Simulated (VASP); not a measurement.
Runs of VASP 6.6.1 on SrCl2. The structure is that of space group Fm-3m (No. 225), or close to it. The cells are those of the table. 

```csv
task,cell,cutoff (eV),gap on the mesh (eV),pressure (GPa)
single point,"a = 5.106 Å, angles 60.0°, 3 atoms",520,5.59,-2.9
single point,"a = 4.793 Å, angles 60.0°, 3 atoms",520,5.93,(d)
single point,"a = 4.946 Å, angles 60.0°, 3 atoms",520,(b),0.0
single point,"a = 4.995 Å, angles 60.0°, 3 atoms",520,5.83,-1.0
relaxation of cell and atoms,"relaxed from a = 4.933 Å, angles 60.0°, 3 atoms",600,5.93,0.0
single point,"a = 4.740 Å, angles 60.0°, 3 atoms",520,(a),6.5
single point,"a = 4.845 Å, angles 60.0°, 3 atoms",520,5.95,(c)
single point,"a = 5.043 Å, angles 60.0°, 3 atoms",520,5.72,-1.9
```

Alike in all rows: level r2SCAN; potentials or basis VASP PAW PBE potentials, release 64 (Sr_sv, Cl); no spin polarisation; k mesh 6 × 6 × 6; smearing gaussian 0.02 eV.

Q: Fill in the values left out.

A: (a) 5.89; (b) 5.94; (c) 2.7; (d) 4.5.

Caveats: the PAW data sets were made with another functional, which shifts forces and pressure a little; the cell stands under pressure (at least some runs).

A k mesh can miss the band edges, and the runs leave out spin-orbit coupling on Sr.
